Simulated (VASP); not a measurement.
# NbTe (P-6m2) in VASP: notebook

Runs on NbTe. Level: PBEsol. Tasks: single point, relaxation of cell and atoms.

All numbers are computed with VASP 6.6.1; they aren't measurements. Logs are shortened: lines on timing, memory, paths and dates and some standing lists are left out, and cuts for length are marked.

## Step 1: The cell of the first run

Symmetry: P-6m2, No. 187, hexagonal system. The conventional cell has a = 3.630 Å, b = 3.630 Å, c = 3.674 Å, α = 90.00°, β = 90.00°, γ = 120.00°. Te (site symmetry -6m2) has 6 Nb at 2.79 Å and 8 Te at 3.63 to 3.67 Å within 3.7 Å. Within 3.7 Å of Nb (site symmetry -6m2) lie 6 Te at 2.79 Å and 8 Nb at 3.63 to 3.67 Å.

## Step 2: Single point, PBEsol

Input file INCAR:

```
PREC = Accurate
ENCUT = 520
EDIFF = 1E-7
ISMEAR = -1
SIGMA = 0.05
LREAL = F
LASPH = T
NELM = 80
ALGO = Normal
ISIF = 2
LWAVE = F
LCHARG = T
GGA = PS
LELF = T
LVHAR = T
NBANDS = 16
```

Input file KPOINTS:

```
regular mesh
0
Gamma
  8 8 7
```

Input file POSCAR:

```
NbTe
1.0
    3.6299497882      0.0000000000      0.0000000000
   -1.8149748941      3.1436287310      0.0000000000
    0.0000000000      0.0000000000      3.6738174231
Te Nb
1 1
Direct
    0.6666666667      0.3333333333      0.0000000000
    0.0000000000      0.0000000000      0.5000000000
```

Potentials or basis: VASP PAW PBE potentials, release 64 (Te, Nb_sv).

The run is started by

```console
$ cat potpaw_PBE.64/Te/POTCAR potpaw_PBE.64/Nb_sv/POTCAR > POTCAR
$ mpirun -np 1 vasp_std > vasp.out
```

OUTCAR:

```text
PREC = Accurate
   ENCUT = 520
   EDIFF = 1E-7
   ISMEAR = -1
   LREAL = F
   LASPH = T
   NELM = 80
   ISIF = 2
   GGA = PS

 ion  position               nearest neighbor table
   1  0.667  0.333  0.000-   2 2.79   2 2.79   2 2.79   2 2.79   2 2.79   2 2.79
   2  0.000  0.000  0.500-   1 2.79   1 2.79   1 2.79   1 2.79   1 2.79   1 2.79

  LATTYP: Found a hexagonal cell.
 ALAT       =     3.6299497882
 C/A-ratio  =     1.0120849151

  Lattice vectors:

 A1 = (   3.6299497882,   0.0000000000,   0.0000000000)
 A2 = (  -1.8149748941,   3.1436287310,   0.0000000000)
 A3 = (   0.0000000000,   0.0000000000,   3.6738174231)

Analysis of symmetry for initial positions (statically):
=====================================================================
 Subroutine PRICEL returns:
 Original cell was already a primitive cell.

 Routine SETGRP: Setting up the symmetry group for a
 hexagonal supercell.

 Subroutine GETGRP returns: Found 12 space group operations
 (whereof 12 operations were pure point group operations)
 out of a pool of 24 trial point group operations.

The static configuration has the point symmetry D_3h.

Analysis of symmetry for dynamics (positions and initial velocities):
=====================================================================
 Subroutine PRICEL returns:
 Original cell was already a primitive cell.

 Routine SETGRP: Setting up the symmetry group for a
 hexagonal supercell.

 Subroutine GETGRP returns: Found 12 space group operations
 (whereof 12 operations were pure point group operations)
 out of a pool of 24 trial point group operations.

The dynamic configuration has the point symmetry D_3h.

 Subroutine INISYM returns: Found 12 space group operations
 (whereof 12 operations are pure point group operations),
 and found     1 'primitive' translations

----------------------------------------------------------------------------------------

                                     Primitive cell

  volume of cell :      41.9227

  direct lattice vectors                    reciprocal lattice vectors
     3.629949788  0.000000000  0.000000000     0.275485904  0.159051861  0.000000000
    -1.814974894  3.143628731  0.000000000     0.000000000  0.318103722  0.000000000
     0.000000000  0.000000000  3.673817423     0.000000000  0.000000000  0.272196434

  length of vectors
     3.629949788  3.629949788  3.673817423     0.318103722  0.318103722  0.272196434
[... 73 lines left out ...]
   ISTART =      0    job   : 0-new  1-cont  2-samecut
   ICHARG =      2    charge: 1-file 2-atom 10-const
   ISPIN  =      1    spin polarized calculation?
   LNONCOLLINEAR =      F non collinear calculations
   LSORBIT =      F    spin-orbit coupling
   LASPH  =      T    aspherical Exc in radial PAW
   ENCUT  =  520.0 eV  38.22 Ry    6.18 a.u.   6.75  6.75  6.83*2*pi/ulx,y,z
   NELM   =     80;   NELMIN=  2; NELMDL= -5     # of ELM steps
   EDIFF  = 0.1E-06   stopping-criterion for ELM
   LREAL  =      F    real-space projection
   EDIFFG = 0.1E-05   stopping-criterion for IOM
   NSW    =      0    number of steps for IOM
   IBRION =     -1    ionic relax: 0-MD 1-quasi-New 2-CG
   NFREE  =      0    steps in history (QN), initial steepest desc. (CG)
   ISIF   =      2    stress and relaxation
   ISYM   =      2    0-nonsym 1-usesym 2-fastsym
   POTIM  = 0.5000    time-step for ionic-motion
   TEBEG  =    0.0;   TEEND  =   0.0 temperature during run
   PSTRESS=    0.0 pullay stress
   NELECT =      19.0000    total number of electrons
   NUPDOWN=      -1.0000    fix difference up-down
   EMIN   =  10.00;   EMAX   =-10.00  energy-range for DOS
   EFERMI =   0.00;   METHOD = LEGACY
   ISMEAR =    -1;   SIGMA  =   0.05  broadening in eV -4-tet -1-fermi 0-gaus
   EFERMI_NEDOS =   21; number of points for ismear=-14 and -15
   IALGO  =     38    algorithm
   IMIX   =      4    mixing-type and parameters
     AMIX     =   0.40;   BMIX     =  1.00
     AMIX_MAG =   1.60;   BMIX_MAG =  1.00
  volume/ion in A,a.u.               =      20.96       141.45
  Fermi-wavevector in a.u.,A,eV,Ry     =   1.257505  2.376339 21.515132  1.581318
  Thomas-Fermi vector in A             =   2.391160
   LORBIT       =      0    0 simple, 1 ext, 2 COOP (PROOUT), +10 PAW based schemes
   GGA     = PS    functional components
   LHFCALC =     F    Hartree Fock is set to
   AEXX    =    0.0000 exact exchange contribution
   IVDW    =     0    specifies the selected vdW correction
   LEPSILON=     F    determine dielectric tensor
   LRPA    =     F    only Hartree local field effects (RPA)
 non-spin polarized calculation
  energy-cutoff  :      520.00
  volume of cell :       41.92
 maximum number of plane-waves:      1146
 NGX is ok and might be reduce to    28
   NGX = 13   NGY = 13   NGZ = 13

 number of electron      19.0000002 magnetization

 Free energy of the ion-electron system (eV)
  ---------------------------------------------------
  ext. energy  EPLUGINS =         0.00000000
  ---------------------------------------------------
  free energy    TOTEN  =       -14.90431016 eV

  energy without entropy =      -14.89452064  energy(sigma->0) =      -14.89941540

 E-fermi :  11.5657     XC(G=0): -11.6149

 val. band max:       11.5389603438   @ k =   0.1250  -0.0000   0.2857
 cond. band min:      11.6289242213   @ k =   0.2500   0.1250   0.2857
 fundamental gap:      0.0899638775
 Fermi energy:        11.5657184459

 k-point     1 :       0.0000    0.0000    0.0000
  band No.  band energies     occupation
      1     -43.8762      2.00000
      2     -20.1263      2.00000
      3     -19.9015      2.00000
      4     -19.9015      2.00000
      5      -2.9976      2.00000
      6       8.3240      2.00000
[... 433 lines left out ...]
      3     -20.0327      2.00000
      4     -19.9260      2.00000
      5      -1.1840      2.00000
      6       5.0729      2.00000
[... 8 lines left out ...]
     15      18.0093      0.00000
     16      20.5227      0.00000

 [... further k-points ...]
[... 5 lines left out ...]
  --------------------------------------------------------------------------------------
  -------------------------------------------------------------------------------------
  Total       -0.0178491     -0.0178491     -0.0347325     -0.0000000     -0.0000000      0.0000000
  in kB       -0.6821461     -0.6821461     -1.3273844     -0.0000000     -0.0000000      0.0000000
  external PRESSURE =      -0.8972255 kB  Pullay stress =       0.0000000 kB

 VOLUME and BASIS-vectors are now :
 -----------------------------------------------------------------------------
  energy-cutoff  :      520.00
  volume of cell :       41.92
      direct lattice vectors                 reciprocal lattice vectors
     3.629949788  0.000000000  0.000000000     0.275485904  0.159051861  0.000000000
    -1.814974894  3.143628731  0.000000000     0.000000000  0.318103722  0.000000000
     0.000000000  0.000000000  3.673817423     0.000000000  0.000000000  0.272196434

 POSITION                                       TOTAL-FORCE (eV/Angst)
 -----------------------------------------------------------------------------------
      1.81497      1.04788      0.00000        -0.000000      0.000000      0.000000
      0.00000      0.00000      1.83691         0.000000     -0.000000      0.000000
 -----------------------------------------------------------------------------------
    total drift:                               -0.000000      0.000000      0.000000

  FREE ENERGIE OF THE ION-ELECTRON SYSTEM (eV)
  ---------------------------------------------------
  free  energy   TOTEN  =       -14.9043101624 eV

  energy  without entropy=      -14.8945206386  energy(sigma->0) =      -14.89941540
```

OSZICAR:

```text
N       E                     dE             d eps       ncg     rms          rms(c)
DAV:   1     0.146454681312E+03    0.14645E+03   -0.96484E+03  1280   0.110E+03
DAV:   2    -0.541382620633E+01   -0.15187E+03   -0.14793E+03  1632   0.366E+02
DAV:   3    -0.151722988607E+02   -0.97585E+01   -0.96239E+01  2440   0.685E+01
DAV:   4    -0.153603787638E+02   -0.18808E+00   -0.18797E+00  1448   0.939E+00
DAV:   5    -0.153668125741E+02   -0.64338E-02   -0.64321E-02  2168   0.178E+00    0.761E+00
DAV:   6    -0.149428391427E+02    0.42397E+00   -0.13072E+00  2016   0.987E+00    0.328E+00
DAV:   7    -0.149133891529E+02    0.29450E-01   -0.72303E-02  1560   0.194E+00    0.168E+00
DAV:   8    -0.149043852987E+02    0.90039E-02   -0.21586E-02  1840   0.987E-01    0.215E-01
DAV:   9    -0.149043112624E+02    0.74036E-04   -0.18472E-03  1600   0.335E-01    0.123E-01
DAV:  10    -0.149043125365E+02   -0.12741E-05   -0.25432E-04  1976   0.166E-01    0.254E-02
DAV:  11    -0.149043105287E+02    0.20077E-05   -0.15681E-05  1912   0.393E-02    0.139E-02
DAV:  12    -0.149043102386E+02    0.29010E-06   -0.85865E-07  1688   0.944E-03    0.151E-03
DAV:  13    -0.149043101624E+02    0.76258E-07   -0.57160E-08  1128   0.196E-03
   1 F= -.14904310E+02 E0= -.14899415E+02  d E =-.978952E-02
```

Wall time 21 s (1 thread of Intel Xeon Platinum 8488C (Sapphire Rapids), shared host); peak memory 0.17 GiB.

What came out:

```yaml
Free_energy: -14.9043 eV
Pressure: -0.1 GPa
```

Levels at points of the mesh, in eV from the Fermi level:
```
           k point  band 8  band 9  band 10  band 11  band 12  band 13
(0.00, 0.00, 0.00)   -3.18   -2.48     0.13     0.13     2.62     2.62
(0.50, 0.00, 0.00)   -2.84   -2.56    -0.23     1.35     1.68     3.12
```

Caveat: the PAW data sets were made with another functional, which shifts forces and pressure a little; spin-orbit coupling is left out, which moves the levels of the heavy elements.

## Step 3: Relaxation of cell and atoms, PBEsol

This run uses another cell than the first one, of 21.93 Å³/atom, 1.046 times its volume.

Input file INCAR:

```
ALGO = Normal ; EDIFF = 1E-6
EDIFFG = -0.005 ; ENCUT = 600
GGA = PS ; IBRION = 2
ISIF = 3 ; ISMEAR = -1
LASPH = T ; LCHARG = F
LREAL = F ; LWAVE = F
NELM = 60 ; NSW = 80
PREC = Accurate ; SIGMA = 0.05
```

Input file KPOINTS:

```
k-points
0
Gamma
  8 8 7
```

Input file POSCAR:

```
NbTe
1.0
    3.7029743866      0.0000000000      0.0000000000
   -1.8514871933      3.2068698884      0.0000000000
    0.0000000000      0.0000000000      3.6942110000
Te Nb
1 1
Direct
    0.6666666667      0.3333333333      0.0000000000
    0.0000000000      0.0000000000      0.5000000000
```

Potentials or basis: VASP PAW PBE potentials, release 64 (Te, Nb_sv).

The run is started by

```console
$ cat potpaw_PBE.64/Te/POTCAR potpaw_PBE.64/Nb_sv/POTCAR > POTCAR
$ mpirun -np 1 vasp_std > vasp.out
```

Run time: 2.4 min. Hardware: 1 thread of Intel Xeon Platinum 8488C (Sapphire Rapids), shared host; peak memory 0.2 GiB.

It converged, with:

```
Free energy                            : -14.9048 eV
Relaxed volume                         : 20.95 Å³/atom
Relaxed cell                           : a = 3.629 Å, b = 3.629 Å, c = 3.673 Å, α = 90.00°, β = 90.00°, γ = 120.00°
Space group after relaxing (to 0.05 Å) : P-6m2 (No. 187)
Energy gained by relaxing              : 17.0 meV/atom
Ionic steps                            : 12
Pressure after relaxing                : 0.0 GPa
```

The path:
```csv
step,energy change (eV),largest force (eV/Å),pressure (GPa),volume (Å³)
1,0.0000,0.0000,-5.31,43.87
2,0.0447,0.0000,10.05,39.41
3,-0.0321,0.0000,-0.10,42.04
4,-0.0321,0.0000,-0.03,42.01
5,-0.0321,0.0000,0.13,41.97
6,-0.0338,0.0000,0.17,41.89
7,-0.0340,0.0000,0.19,41.86
8,-0.0340,0.0000,0.17,41.85
9,-0.0340,0.0000,0.17,41.84
10,-0.0340,0.0000,0.19,41.85
11,-0.0339,0.0000,-0.29,42.00
12,-0.0340,0.0000,0.01,41.90
```

Final structure:
```xyz
2
Lattice="3.6294 0.0000 0.0000 -1.8147 3.1432 0.0000 0.0000 0.0000 3.6726" Properties=species:S:1:pos:R:3 pbc="T T T"
Te    1.8147    1.0477    0.0000
Nb    0.0000    0.0000    1.8363
```

Levels at points of the mesh, in eV from the Fermi level:
```
           k point  band 6  band 7  band 8  band 9  band 10  band 11  band 12  band 13
(0.00, 0.00, 0.00)   -3.24   -3.18   -3.18   -2.48     0.13     0.13     2.62     2.62
(0.50, 0.00, 0.00)   -7.50   -4.07   -2.85   -2.56    -0.23     1.35     1.68     3.13
```

Caveat: the PAW data sets were made with another functional, which shifts forces and pressure a little; spin-orbit coupling is left out, which moves the levels of the heavy elements.
